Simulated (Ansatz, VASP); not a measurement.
## Two plane-wave programs on CoH4

```
Co H
1.0
     3.29729    0.00000    0.00000
    -1.64865    2.85554    0.00000
     0.00000    0.00000    3.12098
Co H
1 4
Direct
  0.00000 0.00000 0.00000
  0.50000 0.00000 0.00000
  0.00000 0.50000 0.00000
  0.50000 0.50000 0.00000
  0.00000 0.00000 0.50000
```

Alike in both runs: task relaxation of cell and atoms; functional PBE; k mesh 12 × 12 × 12; occupations gaussian, width 0.1 eV; no spin polarisation.

|  | VASP | Ansatz |
| --- | --- | --- |
| version | VASP 6.6.1 | Ansatz 0.2.0 |
| potentials or method | VASP PAW PBE potentials, release 64 (Co, H), cutoff 600 eV | scalar-relativistic, plane waves, PAW |
| valence electrons in the cell | 13 | 21 |

|  | VASP | Ansatz | Ansatz less VASP |
| --- | --- | --- | --- |
| gap on the k mesh at the Fermi level, each at its own relaxed structure (eV) | none | none | - |
| relaxed volume (Å³/atom) | 5.87 | 5.87 | +0.002 |
| relaxed cell length with the largest relative difference (Å) | 3.122 | 3.124 | +0.0018 |

A gap of «none» marks a metal or a gap that the smearing closes. VASP's potentials hold 13 valence electrons a cell and Ansatz's 21, so a difference there can come from the potentials and not from the codes.
